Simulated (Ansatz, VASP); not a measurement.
## Ta in VASP and in Ansatz

Contents of INCAR:

```
SYSTEM = Ta
ALGO     = Normal         ! electronic algorithm
EDIFF    = 1E-8           ! SCF threshold, eV
ENCUT    = 400            ! plane-wave cutoff, eV
GGA      = PE             ! functional
GGA_COMPAT= .FALSE.      
ISIF     = 2              ! what is computed and relaxed
ISMEAR   = -1             ! smearing method
LASPH    = .TRUE.         ! aspherical terms in the spheres
LCHARG   = .FALSE.        ! write CHGCAR
LEFG     = .TRUE.       
LREAL    = .FALSE.        ! projectors in reciprocal space
LWAVE    = .FALSE.        ! write WAVECAR
NBANDS   = 12             ! bands
NELM     = 120            ! most SCF steps
PREC     = Accurate       ! precision mode
SIGMA    = 0.05           ! smearing width, eV
```

The input KPOINTS:

```
k-points
0
G
  14 14 14
  0 0 0
```

The input POSCAR:

```
Ta
1.0
    0.0000000000      2.1113233631      2.1113233631
    2.1113233631      0.0000000000      2.1113233631
    2.1113233631      2.1113233631      0.0000000000
Ta
1
Direct
    0.0000000000      0.0000000000      0.0000000000
```

Input for Ansatz:

```yaml
crystal:
  lattice:
    - [0.0, 2.1113233631, 2.1113233631]
    - [2.1113233631, 0.0, 2.1113233631]
    - [2.1113233631, 2.1113233631, 0.0]
  atoms:
    - { symbol: Ta, position: [0.0, 0.0, 0.0] }
kpoints:
  mp_grid: { grid: [14, 14, 14] }
  band_path:
    path:
      - [0.0, 0.0, 0.0]
      - [0.5, 0.0, 0.5]
      - [0.625, 0.25, 0.625]
      - [0.375, 0.375, 0.75]
      - [0.0, 0.0, 0.0]
      - [0.5, 0.5, 0.5]
      - [0.5, 0.25, 0.75]
      - [0.5, 0.0, 0.5]
    npoints: 8
scf:
  occupations: { method: fermi_dirac, width: 0.05 }
hamiltonian:
  xc: pbe
  pseudopotentials: { kind: all_electron, datasets: crystal }
output:
  forces: true
  stress: true
  eigenvalues: true
  efg: { contact_densities: true }
```

Alike in both runs: task electric field gradients; functional PBE; k mesh 14 × 14 × 14; occupations fermi-dirac, width 0.05 eV; no spin polarisation.

|  | VASP | Ansatz |
| --- | --- | --- |
| version | VASP 6.6.1 | Ansatz 0.2.0 |
| potentials or method | VASP PAW PBE potentials, release 64 (Ta_pv), cutoff 400 eV | all-electron PAW with datasets made for the crystal, scalar-relativistic |

```csv
,VASP,Ansatz,Ansatz less VASP
pressure (GPa),0.0,0.0,+0.06
```

Ansatz ran all-electron here, and VASP with PAW potentials.

Spin-orbit coupling is off throughout.
